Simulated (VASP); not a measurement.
MgCd3:

```xyz
4
Lattice="0.0000 3.5403 3.5403 3.5403 0.0000 3.5403 3.5403 3.5403 0.0000" Properties=species:S:1:pos:R:3 pbc="T T T"
Mg    3.5403    3.5403    3.5403
Cd    0.0000    0.0000    0.0000
Cd    1.7702    1.7702    1.7702
Cd    5.3105    5.3105    5.3105
```

Base run:

* Program: VASP 6.6.1
* Functional: LDA
* Potentials or basis: VASP PAW LDA potentials, release 64 (Mg, Cd)
* Cutoff: 520 eV
* k mesh: 6 × 6 × 6
* Occupations: fermi-dirac, width 0.15 eV
* Spin: no spin polarisation

Its results: band gap on the k mesh zero (band 19 reaches 4.13 eV, above the bottom of band 20 at 1.06 eV); pressure -5.0 GPa.

Q: The run is repeated on the same cell with these changes: k mesh from 6 × 6 × 6 to 3 × 3 × 3. What comes out?

A: Band gap on the k mesh zero (band 19 reaches 4.13 eV, above the bottom of band 20 at 1.32 eV); pressure -4.4 GPa.

Caveats: some runs use coarse meshes.
